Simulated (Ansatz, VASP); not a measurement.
# One calculation of Yb, two programs

```
Yb
1.0
     0.00000    2.61128    2.61128
     2.61128    0.00000    2.61128
     2.61128    2.61128    0.00000
Yb
1
Cartesian
  0.0000 0.0000 0.0000
```

Alike in both runs: functional PBE; k mesh 13 × 13 × 13; occupations fermi-dirac, width 0.05 eV; no spin polarisation.

Ansatz relaxed the structure, and its values are those at the end. VASP's run is a single point on that final structure, the one shown.

|  | VASP | Ansatz |
| --- | --- | --- |
| version | VASP 6.6.1 | Ansatz 0.2.0 |
| potentials or method | VASP PAW PBE potentials, release 64 (Yb) | PAW with Ansatz's default frozen-core files, scalar-relativistic |
| plane-wave cutoff (eV) | 520 | 420 |
| valence electrons in the cell | 24 | 24 |

|  | VASP | Ansatz | Ansatz less VASP |
| --- | --- | --- | --- |
| pressure (GPa) | 0.2 | 0.0 | -0.17 |

The functional is the same, so the differences come from potentials, cutoffs and numerics.

Neither program's run includes spin-orbit coupling.
